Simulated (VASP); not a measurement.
# GaSb (F-43m) in VASP: single point with r2SCAN

Aim: the single point of GaSb with r2SCAN.

Program: VASP 6.6.1. These are calculated values, not measurements. Logs are shortened: lines on timing, memory, paths and dates and some standing lists are left out, and cuts for length are marked.

## Step 1: The cell of the first run

Symmetry: F-43m, No. 216, cubic system. Conventional cell: a = 6.132 Å, b = 6.132 Å, c = 6.132 Å, α = 90.00°, β = 90.00°, γ = 90.00°. Within 3.5 Å of Ga (site symmetry -43m) lie 4 Sb at 2.66 Å. Sb (site symmetry -43m) has 4 Ga at 2.66 Å within 3.5 Å.

## Step 2: Single point, r2SCAN

POSCAR

```
GaSb
1.0
    0.0000000000      3.0658787986      3.0658787986
    3.0658787986      0.0000000000      3.0658787986
    3.0658787986      3.0658787986      0.0000000000
Ga Sb
1 1
Direct
    0.0000000000      0.0000000000      0.0000000000
    0.2500000000      0.2500000000      0.2500000000
```

INCAR.step1

```
SYSTEM = GaSb
PREC = Accurate
ENCUT = 550
ISMEAR = -1
SIGMA = 0.02
LREAL = .FALSE.
LASPH = .TRUE.
NELM = 120
NBANDS = 21
GGA = PE
ALGO = Normal
EDIFF = 1E-5
LWAVE = .TRUE.
LCHARG = .FALSE.
GGA_COMPAT = .FALSE.
```

INCAR.step2

```
SYSTEM = GaSb
PREC = Accurate
ENCUT = 550
EDIFF = 1E-6
ISMEAR = -1
SIGMA = 0.02
LREAL = .FALSE.
LASPH = .TRUE.
NELM = 120
ALGO = Normal
ISIF = 2
LWAVE = .FALSE.
LCHARG = .FALSE.
METAGGA = R2SCAN
LMIXTAU = .TRUE.
NBANDS = 21
ISTART = 1
GGA_COMPAT = .FALSE.
```

KPOINTS

```
Automatic mesh
0
G
  3 3 3
  0 0 0
```

Potentials or basis: VASP PAW PBE potentials, release 64 (Ga_d, Sb_d_GW).

Command:

```bash
> cat potpaw_PBE.64/Ga_d/POTCAR potpaw_PBE.64/Sb_d_GW/POTCAR > POTCAR
> cp INCAR.step1 INCAR
> mpirun -np 1 vasp_std > vasp.out
> cp INCAR.step2 INCAR
> mpirun -np 1 vasp_std > vasp.out
```

OUTCAR:

```text
SYSTEM = GaSb
   PREC = Accurate
   ENCUT = 550
   EDIFF = 1E-6
   ISMEAR = -1
   LREAL = .FALSE.
   LASPH = .TRUE.
   NELM = 120
   ISIF = 2
   METAGGA = R2SCAN
   ISTART = 1

 ion  position               nearest neighbor table
   1  0.000  0.000  0.000-   2 2.66   2 2.66   2 2.66   2 2.66
   2  0.250  0.250  0.250-   1 2.66   1 2.66   1 2.66   1 2.66

  LATTYP: Found a face centered cubic cell.
 ALAT       =     6.1317575972

  Lattice vectors:

 A1 = (   0.0000000000,   3.0658787986,   3.0658787986)
 A2 = (   3.0658787986,   0.0000000000,   3.0658787986)
 A3 = (   3.0658787986,   3.0658787986,   0.0000000000)

Analysis of symmetry for initial positions (statically):
=====================================================================
 Subroutine PRICEL returns:
 Original cell was already a primitive cell.

 Routine SETGRP: Setting up the symmetry group for a
 face centered cubic supercell.

 Subroutine GETGRP returns: Found 24 space group operations
 (whereof 24 operations were pure point group operations)
 out of a pool of 48 trial point group operations.

The static configuration has the point symmetry T_d .

Analysis of symmetry for dynamics (positions and initial velocities):
=====================================================================
 Subroutine PRICEL returns:
 Original cell was already a primitive cell.

 Routine SETGRP: Setting up the symmetry group for a
 face centered cubic supercell.

 Subroutine GETGRP returns: Found 24 space group operations
 (whereof 24 operations were pure point group operations)
 out of a pool of 48 trial point group operations.

The dynamic configuration has the point symmetry T_d .

 Subroutine INISYM returns: Found 24 space group operations
 (whereof 24 operations are pure point group operations),
 and found     1 'primitive' translations

----------------------------------------------------------------------------------------

                                     Primitive cell

  volume of cell :      57.6361

  direct lattice vectors                    reciprocal lattice vectors
     0.000000000  3.065878799  3.065878799    -0.163085377  0.163085377  0.163085377
     3.065878799  0.000000000  3.065878799     0.163085377 -0.163085377  0.163085377
     3.065878799  3.065878799  0.000000000     0.163085377  0.163085377 -0.163085377

  length of vectors
     4.335807378  4.335807378  4.335807378     0.282472159  0.282472159  0.282472159

  position of ions in fractional coordinates (direct lattice)
     0.000000000  0.000000000  0.000000000
     0.250000000  0.250000000  0.250000000

  ion indices of the primitive-cell ions
   primitive index   ion index
                 1           1
                 2           2

----------------------------------------------------------------------------------------

 KPOINTS: Automatic mesh

Automatic generation of k-mesh.
 Grid dimensions read from file:
 generate k-points for:    3    3    3

 Generating k-lattice:

  Cartesian coordinates                     Fractional coordinates (reciprocal lattice)
    -0.054361792  0.054361792  0.054361792     0.333333333  0.000000000  0.000000000
     0.054361792 -0.054361792  0.054361792     0.000000000  0.333333333  0.000000000
     0.054361792  0.054361792 -0.054361792     0.000000000  0.000000000  0.333333333

  Length of vectors
     0.094157386  0.094157386  0.094157386

  Shift w.r.t. Gamma in fractional coordinates (k-lattice)
     0.000000000  0.000000000  0.000000000

 Subroutine IBZKPT returns following result:
 ===========================================

 Found      4 irreducible k-points:

 Following reciprocal coordinates:
            Coordinates               Weight
  0.000000  0.000000  0.000000      1.000000
  0.333333  0.000000  0.000000      8.000000
  0.333333  0.333333  0.000000      6.000000
 -0.333333  0.333333  0.000000     12.000000
   k-points           NKPTS =      4   k-points in BZ     NKDIM =      4   number of bands    NBANDS=     21
   number of dos      NEDOS =    301   number of ions     NIONS =      2
   total plane-waves  NPLWV =  46656
   dimension x,y,z NGX =    36 NGY =   36 NGZ =   36
   dimension x,y,z NGXF=    72 NGYF=   72 NGZF=   72
   ions per type =               1   1
   NGX,Y,Z   is equivalent  to a cutoff of  13.80, 13.80, 13.80 a.u.
   NGXF,Y,Z  is equivalent  to a cutoff of  27.61, 27.61, 27.61 a.u.
 SYSTEM =  GaSb
   PREC   = accura    normal or accurate (medium, high low for compatibility)
   ISTART =      1    job   : 0-new  1-cont  2-samecut
   ICHARG =      0    charge: 1-file 2-atom 10-const
   ISPIN  =      1    spin polarized calculation?
   LNONCOLLINEAR =      F non collinear calculations
   LSORBIT =      F    spin-orbit coupling
   LASPH  =      T    aspherical Exc in radial PAW
   ENCUT  =  550.0 eV  40.42 Ry    6.36 a.u.   8.29  8.29  8.29*2*pi/ulx,y,z
   NELM   =    120;   NELMIN=  2; NELMDL=  0     # of ELM steps
   EDIFF  = 0.1E-05   stopping-criterion for ELM
   LREAL  =      F    real-space projection
   EDIFFG = 0.1E-04   stopping-criterion for IOM
   NSW    =      0    number of steps for IOM
   IBRION =     -1    ionic relax: 0-MD 1-quasi-New 2-CG
   NFREE  =      0    steps in history (QN), initial steepest desc. (CG)
   ISIF   =      2    stress and relaxation
   ISYM   =      2    0-nonsym 1-usesym 2-fastsym
   POTIM  = 0.5000    time-step for ionic-motion
   TEBEG  =    0.0;   TEEND  =   0.0 temperature during run
   PSTRESS=    0.0 pullay stress
   NELECT =      28.0000    total number of electrons
   NUPDOWN=      -1.0000    fix difference up-down
   EMIN   =  10.00;   EMAX   =-10.00  energy-range for DOS
   EFERMI =   0.00;   METHOD = LEGACY
   ISMEAR =    -1;   SIGMA  =   0.02  broadening in eV -4-tet -1-fermi 0-gaus
   EFERMI_NEDOS =   21; number of points for ismear=-14 and -15
   IALGO  =     38    algorithm
   IMIX   =      4    mixing-type and parameters
     AMIX     =   0.40;   BMIX     =  1.00
     AMIX_MAG =   1.60;   BMIX_MAG =  1.00
  volume/ion in A,a.u.               =      28.82       194.47
  Fermi-wavevector in a.u.,A,eV,Ry     =   1.286953  2.431988 22.534606  1.656247
  Thomas-Fermi vector in A             =   2.418996
   LORBIT       =      0    0 simple, 1 ext, 2 COOP (PROOUT), +10 PAW based schemes
   METAGGA = R2SCAN    functional components
   LHFCALC =     F    Hartree Fock is set to
   AEXX    =    0.0000 exact exchange contribution
   IVDW    =     0    specifies the selected vdW correction
   LEPSILON=     F    determine dielectric tensor
   LRPA    =     F    only Hartree local field effects (RPA)
 non-spin polarized calculation
  energy-cutoff  :      550.00
  volume of cell :       57.64
 maximum number of plane-waves:      1700
 NGX is ok and might be reduce to    36
   NGX = 17   NGY = 17   NGZ = 17

 number of electron      28.0000005 magnetization

 Free energy of the ion-electron system (eV)
  ---------------------------------------------------
  ext. energy  EPLUGINS =         0.00000000
  ---------------------------------------------------
  free energy    TOTEN  =       -37.06185308 eV

  energy without entropy =      -37.06185007  energy(sigma->0) =      -37.06185158

 E-fermi :   3.8933     XC(G=0):  -9.9875

 val. band max:        3.6858434236   @ k =   0.0000   0.0000   0.0000
 cond. band min:       4.0788609360   @ k =   0.0000   0.0000   0.0000
 fundamental gap:      0.3930175124
 Fermi energy:         3.8933387060

 k-point     1 :       0.0000    0.0000    0.0000
  band No.  band energies     occupation
      1     -25.6687      2.00000
      2     -25.6687      2.00000
      3     -25.6687      2.00000
      4     -25.6438      2.00000
      5     -25.6438      2.00000
      6     -11.8861      2.00000
[... 13 lines left out ...]
     20      12.8290      0.00000
     21      12.8290      0.00000

 k-point     2 :       0.3333    0.0000    0.0000
  band No.  band energies     occupation
      1     -25.6682      2.00000
      2     -25.6663      2.00000
      3     -25.6663      2.00000
      4     -25.6432      2.00000
      5     -25.6432      2.00000
      6     -11.9073      2.00000
[... 13 lines left out ...]
     20      12.3113      0.00000
     21      12.3113      0.00000

 k-point     3 :       0.3333    0.3333    0.0000
  band No.  band energies     occupation
      1     -25.6713      2.00000
      2     -25.6636      2.00000
      3     -25.6636      2.00000
      4     -25.6452      2.00000
      5     -25.6412      2.00000
      6     -11.9219      2.00000
[... 13 lines left out ...]
     20      14.3907      0.00000
     21      14.8512      0.00000

 k-point     4 :      -0.3333    0.3333    0.0000
  band No.  band energies     occupation
      1     -25.6685      2.00000
      2     -25.6647      2.00000
      3     -25.6636      2.00000
      4     -25.6440      2.00000
      5     -25.6420      2.00000
      6     -11.9232      2.00000
[... 13 lines left out ...]
     20      12.3043      0.00000
     21      16.3110      0.00000

------------------------ aborting loop because EDIFF is reached ----------------------------------------

  FORCE on cell =-STRESS in cart. coord.  units (eV):
  Direction    XX          YY          ZZ          XY          YZ          ZX
  --------------------------------------------------------------------------------------
  -------------------------------------------------------------------------------------
  Total        0.3339687      0.3339687      0.3339687      0.0000000      0.0000000      0.0000000
  in kB        9.2837056      9.2837056      9.2837056      0.0000000      0.0000000      0.0000000
  external PRESSURE =       9.2837056 kB  Pullay stress =       0.0000000 kB

 VOLUME and BASIS-vectors are now :
 -----------------------------------------------------------------------------
  energy-cutoff  :      550.00
  volume of cell :       57.64
      direct lattice vectors                 reciprocal lattice vectors
     0.000000000  3.065878799  3.065878799    -0.163085377  0.163085377  0.163085377
     3.065878799  0.000000000  3.065878799     0.163085377 -0.163085377  0.163085377
     3.065878799  3.065878799  0.000000000     0.163085377  0.163085377 -0.163085377

 POSITION                                       TOTAL-FORCE (eV/Angst)
 -----------------------------------------------------------------------------------
      0.00000      0.00000      0.00000        -0.000000      0.000000      0.000000
      1.53294      1.53294      1.53294         0.000000     -0.000000     -0.000000
 -----------------------------------------------------------------------------------
    total drift:                               -0.000000     -0.000000     -0.000000

  FREE ENERGIE OF THE ION-ELECTRON SYSTEM (eV)
  ---------------------------------------------------
  free  energy   TOTEN  =       -37.0618530770 eV

  energy  without entropy=      -37.0618500738  energy(sigma->0) =      -37.06185158
```

It took 38 s on 1 thread of Intel Xeon Platinum 8488C (Sapphire Rapids), shared host; peak memory 0.22 GiB.

Results:

```
Free energy            : -37.0619 eV
Pressure               : 0.9 GPa
Band gap on the k mesh : 0.39 eV
```

Caveat: the k points lie up to 0.59 Å⁻¹ apart; semilocal functionals underestimate gaps, and a narrow one can read as zero; the PAW data sets were made with another functional, which shifts forces and pressure a little; spin-orbit coupling is left out, which moves the levels of the heavy elements; an odd mesh through Γ misses points on the zone boundary, where band edges can lie.
